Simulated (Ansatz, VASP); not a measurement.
## AlO2 in VASP and in Ansatz

```
Al O
1.0
     9.27161    0.00000    0.00000
     0.00000    2.88825    0.00000
     0.00000    0.00000    4.75856
Al O
4 8
Direct
  0.16100 0.25000 0.94556
  0.83900 0.75000 0.05444
  0.33900 0.75000 0.44556
  0.66100 0.25000 0.55444
  0.77603 0.25000 0.24989
  0.22397 0.75000 0.75011
  0.72397 0.75000 0.74989
  0.27603 0.25000 0.25011
  0.96369 0.25000 0.84815
  0.03631 0.75000 0.15185
  0.53631 0.75000 0.34815
  0.46369 0.25000 0.65185
```

Alike in both runs: functional PBEsol; k mesh 2 × 8 × 4; occupations gaussian, width 0.1 eV; collinear spin.

Ansatz relaxed the structure, and its values are those at the end. VASP's run is a single point on that final structure, the one shown.

```csv
,VASP,Ansatz
version,VASP 6.6.1,Ansatz 0.2.0
potentials or method,"VASP PAW PBE potentials, release 64 (Al, O), cutoff 520 eV","scalar-relativistic, plane waves, PAW"
valence electrons in the cell,60,60
```

```csv
,VASP,Ansatz,Ansatz less VASP
gap on the k mesh at the Fermi level (eV),none,none,-
pressure (GPa),0.0,0.0,-0.05
rms of the force components (eV/Å),0.017,0.016,-0.0011
net moment per atom (μB),0.33,0.33,0.000
size of the moment on the site where the two differ most (μB),0.79,0.82,+0.023
```

VASP's potentials were made for PBE, not for PBEsol. Site moments also hang on the region over which each program counts them. A gap of «none» marks a metal or a gap that the smearing closes.
